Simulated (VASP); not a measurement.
# Ti (Im-3m) in VASP: further runs

Runs on Ti. Level: BLYP. Tasks: single point.

All numbers are computed with VASP 6.6.1; they aren't measurements. Logs are shortened: lines on timing, memory, paths and dates and some standing lists are left out, and cuts for length are marked.

**1. The cell of the first run**

The structure is cubic, space group Im-3m (No. 229). The conventional cell has a = 3.284 Å, b = 3.284 Å, c = 3.284 Å, α = 90.00°, β = 90.00°, γ = 90.00°. Ti (site symmetry m-3m) has 14 Ti at 2.84 to 3.28 Å within 3.7 Å.

**2. Single point, BLYP**

INCAR reads:

```
SYSTEM = Ti
PREC = Accurate ; ENCUT = 520
EDIFF = 1E-7 ; ISMEAR = -1
SIGMA = 0.1 ; LREAL = .False.
LASPH = .True. ; NELM = 100
ALGO = Normal ; ISIF = 2
LWAVE = .False. ; LCHARG = .True.
GGA = B5 ; ALDAX = 1.0
AGGAX = 1.0 ; AGGAC = 1.0
ALDAC = 0.0 ; LELF = .True.
LVHAR = .True. ; NBANDS = 12
```

KPOINTS reads:

```
Automatic mesh
0
Gamma
  13 13 13
  0 0 0
```

POSCAR reads:

```
Ti
1.0
   -1.6418477001      1.6418477001      1.6418477001
    1.6418477001     -1.6418477001      1.6418477001
    1.6418477001      1.6418477001     -1.6418477001
Ti
1
Direct
    0.0000000000      0.0000000000      0.0000000000
```

Potentials or basis: VASP PAW PBE potentials, release 64 (Ti_sv).

The run is started by

```
$ cat potpaw_PBE.64/Ti_sv/POTCAR > POTCAR
$ mpirun -np 1 vasp_std > vasp.out
```

OUTCAR:

```text
SYSTEM = Ti
   PREC = Accurate
   ENCUT = 520
   EDIFF = 1E-7
   ISMEAR = -1
   LREAL = .False.
   LASPH = .True.
   NELM = 100
   ISIF = 2
   GGA = B5

 ion  position               nearest neighbor table
   1  0.000  0.000  0.000-

  LATTYP: Found a body centered cubic cell.
 ALAT       =     3.2836954002

  Lattice vectors:

 A1 = (  -1.6418477001,   1.6418477001,   1.6418477001)
 A2 = (   1.6418477001,  -1.6418477001,   1.6418477001)
 A3 = (   1.6418477001,   1.6418477001,  -1.6418477001)

Analysis of symmetry for initial positions (statically):
=====================================================================
 Subroutine PRICEL returns:
 Original cell was already a primitive cell.

 Routine SETGRP: Setting up the symmetry group for a
 body centered cubic supercell.

 Subroutine GETGRP returns: Found 48 space group operations
 (whereof 48 operations were pure point group operations)
 out of a pool of 48 trial point group operations.

The static configuration has the point symmetry O_h .

Analysis of symmetry for dynamics (positions and initial velocities):
=====================================================================
 Subroutine PRICEL returns:
 Original cell was already a primitive cell.

 Routine SETGRP: Setting up the symmetry group for a
 body centered cubic supercell.

 Subroutine GETGRP returns: Found 48 space group operations
 (whereof 48 operations were pure point group operations)
 out of a pool of 48 trial point group operations.

The dynamic configuration has the point symmetry O_h .

 Subroutine INISYM returns: Found 48 space group operations
 (whereof 48 operations are pure point group operations),
 and found     1 'primitive' translations

----------------------------------------------------------------------------------------

                                     Primitive cell

  volume of cell :      17.7035

  direct lattice vectors                    reciprocal lattice vectors
    -1.641847700  1.641847700  1.641847700     0.000000000  0.304534946  0.304534946
     1.641847700 -1.641847700  1.641847700     0.304534946  0.000000000  0.304534946
     1.641847700  1.641847700 -1.641847700     0.304534946  0.304534946  0.000000000

  length of vectors
     2.843763635  2.843763635  2.843763635     0.430677450  0.430677450  0.430677450

  position of ions in fractional coordinates (direct lattice)
     0.000000000  0.000000000  0.000000000

  ion indices of the primitive-cell ions
   primitive index   ion index
                 1           1

----------------------------------------------------------------------------------------

 KPOINTS: Automatic mesh

Automatic generation of k-mesh.
 Grid dimensions read from file:
 generate k-points for:   13   13   13

 Generating k-lattice:

  Cartesian coordinates                     Fractional coordinates (reciprocal lattice)
     0.000000000  0.023425765  0.023425765     0.076923077  0.000000000  0.000000000
     0.023425765  0.000000000  0.023425765     0.000000000  0.076923077  0.000000000
     0.023425765  0.023425765  0.000000000     0.000000000  0.000000000  0.076923077

  Length of vectors
     0.033129035  0.033129035  0.033129035

  Shift w.r.t. Gamma in fractional coordinates (k-lattice)
     0.000000000  0.000000000  0.000000000

 Subroutine IBZKPT returns following result:
 ===========================================

 Found     84 irreducible k-points:

 Following reciprocal coordinates:
            Coordinates               Weight
  0.000000  0.000000  0.000000      1.000000
  0.076923  0.000000  0.000000     12.000000
  0.153846  0.000000  0.000000     12.000000
  0.230769  0.000000  0.000000     12.000000
  0.307692  0.000000  0.000000     12.000000
  0.384615  0.000000  0.000000     12.000000
[... 16 lines left out ...]
  0.153846  0.076923  0.076923     24.000000
  0.230769  0.076923  0.076923     24.000000
 [... further k-points ...]
   k-points           NKPTS =     84   k-points in BZ     NKDIM =     84   number of bands    NBANDS=     12
   number of dos      NEDOS =    301   number of ions     NIONS =      1
   total plane-waves  NPLWV =  13824
   dimension x,y,z NGX =    24 NGY =   24 NGZ =   24
   dimension x,y,z NGXF=    48 NGYF=   48 NGZF=   48
   ions per type =               1
   NGX,Y,Z   is equivalent  to a cutoff of  14.03, 14.03, 14.03 a.u.
   NGXF,Y,Z  is equivalent  to a cutoff of  28.06, 28.06, 28.06 a.u.
 SYSTEM =  Ti
   PREC   = accura    normal or accurate (medium, high low for compatibility)
   ISTART =      0    job   : 0-new  1-cont  2-samecut
   ICHARG =      2    charge: 1-file 2-atom 10-const
   ISPIN  =      1    spin polarized calculation?
   LNONCOLLINEAR =      F non collinear calculations
   LSORBIT =      F    spin-orbit coupling
   LASPH  =      T    aspherical Exc in radial PAW
   ENCUT  =  520.0 eV  38.22 Ry    6.18 a.u.   5.29  5.29  5.29*2*pi/ulx,y,z
   NELM   =    100;   NELMIN=  2; NELMDL= -5     # of ELM steps
   EDIFF  = 0.1E-06   stopping-criterion for ELM
   LREAL  =      F    real-space projection
   EDIFFG = 0.1E-05   stopping-criterion for IOM
   NSW    =      0    number of steps for IOM
   IBRION =     -1    ionic relax: 0-MD 1-quasi-New 2-CG
   NFREE  =      0    steps in history (QN), initial steepest desc. (CG)
   ISIF   =      2    stress and relaxation
   ISYM   =      2    0-nonsym 1-usesym 2-fastsym
   POTIM  = 0.5000    time-step for ionic-motion
   TEBEG  =    0.0;   TEEND  =   0.0 temperature during run
   PSTRESS=    0.0 pullay stress
   NELECT =      12.0000    total number of electrons
   NUPDOWN=      -1.0000    fix difference up-down
   EMIN   =  10.00;   EMAX   =-10.00  energy-range for DOS
   EFERMI =   0.00;   METHOD = LEGACY
   ISMEAR =    -1;   SIGMA  =   0.10  broadening in eV -4-tet -1-fermi 0-gaus
   EFERMI_NEDOS =   21; number of points for ismear=-14 and -15
   IALGO  =     38    algorithm
   IMIX   =      4    mixing-type and parameters
     AMIX     =   0.40;   BMIX     =  1.00
     AMIX_MAG =   1.60;   BMIX_MAG =  1.00
  volume/ion in A,a.u.               =      17.70       119.47
  Fermi-wavevector in a.u.,A,eV,Ry     =   1.438078  2.717573 28.137770  2.068068
  Thomas-Fermi vector in A             =   2.557085
   LORBIT       =      0    0 simple, 1 ext, 2 COOP (PROOUT), +10 PAW based schemes
   GGA     = B5    functional components
   LHFCALC =     F    Hartree Fock is set to
   AEXX    =    0.0000 exact exchange contribution
   IVDW    =     0    specifies the selected vdW correction
   LEPSILON=     F    determine dielectric tensor
   LRPA    =     F    only Hartree local field effects (RPA)
 non-spin polarized calculation
  energy-cutoff  :      520.00
  volume of cell :       17.70
 maximum number of plane-waves:       486
 NGX is ok and might be reduce to    24
   NGX = 11   NGY = 11   NGZ = 11

 number of electron      12.0000001 magnetization

 Free energy of the ion-electron system (eV)
  ---------------------------------------------------
  ext. energy  EPLUGINS =         0.00000000
  ---------------------------------------------------
  free energy    TOTEN  =        -6.70233131 eV

  energy without entropy =       -6.62325047  energy(sigma->0) =       -6.66279089

 E-fermi :   8.3568     XC(G=0): -10.8696

 val. band max:        8.3481054236   @ k =   0.2308   0.2308   0.0000
 cond. band min:       8.3675306824   @ k =  -0.3846  -0.3846   0.1538
 fundamental gap:      0.0194252588
 Fermi energy:         8.3568363669

 k-point     1 :       0.0000    0.0000    0.0000
  band No.  band energies     occupation
      1     -47.9822      2.00000
      2     -24.0272      2.00000
      3     -24.0272      2.00000
      4     -24.0272      2.00000
      5       2.6290      2.00000
      6       9.2544      0.00025
      7       9.2544      0.00025
      8       9.2544      0.00025
      9      10.9575      0.00000
     10      10.9575      0.00000
     11      25.8105      0.00000
     12      25.8105      0.00000

 k-point     2 :       0.0769    0.0000    0.0000
  band No.  band energies     occupation
      1     -47.9751      2.00000
      2     -24.0652      2.00000
      3     -24.0390      2.00000
      4     -24.0275      2.00000
      5       2.8271      2.00000
      6       9.1673      0.00060
      7       9.2303      0.00032
      8       9.3968      0.00006
      9      10.8591      0.00000
     10      10.9632      0.00000
     11      25.4738      0.00000
     12      25.7749      0.00000

 k-point     3 :       0.1538    0.0000    0.0000
  band No.  band energies     occupation
      1     -47.9555      2.00000
      2     -24.1692      2.00000
      3     -24.0715      2.00000
      4     -24.0281      2.00000
      5       3.3943      2.00000
      6       8.9348      0.00616
      7       9.1057      0.00112
      8       9.8081      0.00000
      9      10.6900      0.00000
     10      10.9862      0.00000
     11      24.3773      0.00000
     12      25.3832      0.00000

 k-point     4 :       0.2308    0.0000    0.0000
  band No.  band energies     occupation
      1     -47.9278      2.00000
      2     -24.3135      2.00000
      3     -24.1169      2.00000
      4     -24.0289      2.00000
      5       4.2375      2.00000
      6       8.6262      0.12674
      7       8.8475      0.01468
      8      10.4375      0.00000
      9      10.6596      0.00000
     10      11.0372      0.00000
     11      22.5562      0.00000
     12      24.4069      0.00000

 k-point     5 :       0.3077    0.0000    0.0000
  band No.  band energies     occupation
      1     -47.8981      2.00000
      2     -24.4640      2.00000
      3     -24.1647      2.00000
      4     -24.0298      2.00000
      5       5.1477      2.00000
      6       8.3199      1.18282
      7       8.6815      0.07493
      8      10.7710      0.00000
      9      11.1170      0.00000
     10      11.1892      0.00000
     11      20.4131      0.00000
     12      23.2706      0.00000
[... 228 lines left out ...]
      1     -47.8433      2.00000
      2     -24.5101      2.00000
      3     -24.4112      2.00000
      4     -24.1048      2.00000
      5       7.3182      1.99994
      6       7.7727      1.99421
      7       8.0734      1.88903
      8      11.0514      0.00000
      9      11.2775      0.00000
     10      15.2103      0.00000
     11      17.0268      0.00000
     12      17.5586      0.00000

 k-point    22 :       0.0769    0.0769    0.0769
  band No.  band energies     occupation
      1     -47.9441      2.00000
      2     -24.2406      2.00000
      3     -24.0541      2.00000
      4     -24.0541      2.00000
      5       3.7549      2.00000
      6       8.8132      0.02063
      7       8.8132      0.02063
      8      10.2260      0.00000
      9      10.8492      0.00000
     10      10.8492      0.00000
     11      24.2580      0.00000
     12      24.2580      0.00000

 k-point    23 :       0.1538    0.0769    0.0769
  band No.  band energies     occupation
      1     -47.9189      2.00000
      2     -24.3620      2.00000
      3     -24.1021      2.00000
      4     -24.0575      2.00000
      5       4.5768      2.00000
      6       8.4846      0.43600
      7       8.5340      0.29071
      8      10.7849      0.00000
      9      10.9332      0.00000
     10      10.9962      0.00000
     11      22.5867      0.00000
     12      23.3782      0.00000

 k-point    24 :       0.2308    0.0769    0.0769
  band No.  band energies     occupation
      1     -47.8922      2.00000
      2     -24.4788      2.00000
      3     -24.1631      2.00000
      4     -24.0611      2.00000
      5       5.4891      2.00000
      6       8.1915      1.67874
      7       8.3444      1.06219
      8      10.8475      0.00000
      9      11.1223      0.00000
     10      11.7468      0.00000
     11      20.4974      0.00000
     12      22.4488      0.00000

 [... further k-points ...]

------------------------ aborting loop because EDIFF is reached ----------------------------------------

  FORCE on cell =-STRESS in cart. coord.  units (eV):
  Direction    XX          YY          ZZ          XY          YZ          ZX
  --------------------------------------------------------------------------------------
  -------------------------------------------------------------------------------------
  Total       -0.0037731     -0.0037731     -0.0037731     -0.0000000      0.0000000      0.0000000
  in kB       -0.3414702     -0.3414702     -0.3414702     -0.0000000      0.0000000      0.0000000
  external PRESSURE =      -0.3414702 kB  Pullay stress =       0.0000000 kB

 VOLUME and BASIS-vectors are now :
 -----------------------------------------------------------------------------
  energy-cutoff  :      520.00
  volume of cell :       17.70
      direct lattice vectors                 reciprocal lattice vectors
    -1.641847700  1.641847700  1.641847700     0.000000000  0.304534946  0.304534946
     1.641847700 -1.641847700  1.641847700     0.304534946  0.000000000  0.304534946
     1.641847700  1.641847700 -1.641847700     0.304534946  0.304534946  0.000000000

 POSITION                                       TOTAL-FORCE (eV/Angst)
 -----------------------------------------------------------------------------------
      0.00000      0.00000      0.00000         0.000000      0.000000     -0.000000
 -----------------------------------------------------------------------------------
    total drift:                                0.000000     -0.000000      0.000000

  FREE ENERGIE OF THE ION-ELECTRON SYSTEM (eV)
  ---------------------------------------------------
  free  energy   TOTEN  =        -6.7023313059 eV

  energy  without entropy=       -6.6232504667  energy(sigma->0) =       -6.66279089
```

Wall time 44 s (1 thread of AMD EPYC 7R43 (Zen 3), shared host); peak memory 0.11 GiB.

What came out:

```
Free energy            : -6.7023 eV
Pressure               : 0.0 GPa
Band gap on the k mesh : zero (band 6 reaches 9.25 eV, above the bottom of band 7 at 7.84 eV)
```

Caveat: the PAW data sets were made with another functional, which shifts forces and pressure a little.

**3. Single point, BLYP (volume scaled by 0.88)**

INCAR reads:

```
PREC = Accurate
ENCUT = 520
EDIFF = 1E-6
ISMEAR = -1
SIGMA = 0.1
LREAL = False
LASPH = True
NELM = 80
ALGO = Normal
ISIF = 2
LWAVE = False
LCHARG = False
GGA = B5
ALDAX = 1.0
AGGAX = 1.0
AGGAC = 1.0
ALDAC = 0.0
NBANDS = 12
```

KPOINTS reads:

```
Automatic mesh
0
Gamma
  15 15 15
```

POSCAR reads:

```
Ti
1.0
   -1.5733563345      1.5733563345      1.5733563345
    1.5733563345     -1.5733563345      1.5733563345
    1.5733563345      1.5733563345     -1.5733563345
Ti
1
Direct
    0.0000000000      0.0000000000      0.0000000000
```

Potentials or basis: VASP PAW PBE potentials, release 64 (Ti_sv).

The run is started by

```
$ cat potpaw_PBE.64/Ti_sv/POTCAR > POTCAR
$ mpirun -np 1 vasp_std > vasp.out
```

It took 28 s on 1 thread of AMD EPYC 7R43 (Zen 3), shared host; peak memory 0.1 GiB.

It converged, with:

| Item | Value |
| --- | --- |
| Free energy | -6.6077 eV |
| Pressure | 15.7 GPa |
| Band gap on the k mesh | zero (band 6 reaches 10.74 eV, above the bottom of band 7 at 9.02 eV) |

Levels at points of the mesh, in eV from the Fermi level:
| k point | band 2 | band 3 | band 4 | band 5 | band 6 | band 7 | band 8 | band 9 | band 10 | band 11 |
| --- | --- | --- | --- | --- | --- | --- | --- | --- | --- | --- |
| (0.00, 0.00, 0.00) | -31.99 | -31.99 | -31.99 | -5.95 | 1.00 | 1.00 | 1.00 | 2.99 | 2.99 | 18.39 |

Caveat: the PAW data sets were made with another functional, which shifts forces and pressure a little.

**4. Single point, BLYP (volume scaled by 0.92)**

INCAR reads:

```
PREC = Accurate ; ENCUT = 520
EDIFF = 1E-6 ; ISMEAR = -1
SIGMA = 0.1 ; LREAL = False
LASPH = True ; NELM = 60
ALGO = Normal ; ISIF = 2
LWAVE = False ; LCHARG = True
GGA = B5 ; ALDAX = 1.0
AGGAX = 1.0 ; AGGAC = 1.0
ALDAC = 0.0 ; LELF = True
LVHAR = True ; NBANDS = 12
```

KPOINTS is that of step 3.

POSCAR reads:

```
Ti
1.0
   -1.5968427275      1.5968427275      1.5968427275
    1.5968427275     -1.5968427275      1.5968427275
    1.5968427275      1.5968427275     -1.5968427275
Ti
1
Direct
    0.0000000000      0.0000000000      0.0000000000
```

The run is started by

```
$ cat potpaw_PBE.64/Ti_sv/POTCAR > POTCAR
$ mpirun -np 1 vasp_std > vasp.out
```

Run time: 34 s. Hardware: 1 thread of AMD EPYC 7R43 (Zen 3), shared host; peak memory 0.12 GiB.

Results (log left out):

```
Free energy            : -6.6630 eV
Pressure               : 9.5 GPa
Band gap on the k mesh : zero (band 6 reaches 10.21 eV, above the bottom of band 7 at 8.54 eV)
```

Levels at points of the mesh, in eV from the Fermi level:
```csv
k point,band 2,band 3,band 4,band 5,band 6,band 7,band 8,band 9,band 10,band 11
"(0.00, 0.00, 0.00)",-32.13,-32.13,-32.13,-5.88,0.97,0.97,0.97,2.85,2.85,18.06
```

Caveat: the PAW data sets were made with another functional, which shifts forces and pressure a little.

**5. Overview**

| cell | k mesh | gap on the mesh (eV) | pressure (GPa) |
| --- | --- | --- | --- |
| a = 2.844 Å, angles 109.5°, 1 atom | 13 × 13 × 13 | none | 0.0 |
| a = 2.725 Å, angles 109.5°, 1 atom | 15 × 15 × 15 | none | 15.7 |
| a = 2.766 Å, angles 109.5°, 1 atom | 15 × 15 × 15 | none | 9.5 |

Alike in all rows: task single point; level BLYP; potentials or basis VASP PAW PBE potentials, release 64 (Ti_sv); no spin polarisation; cutoff (eV) 520; smearing fermi-dirac 0.1 eV.

Caveats: the PAW data sets were made with another functional, which shifts forces and pressure a little.

Absolute energies hang on the potentials; compare differences alone.
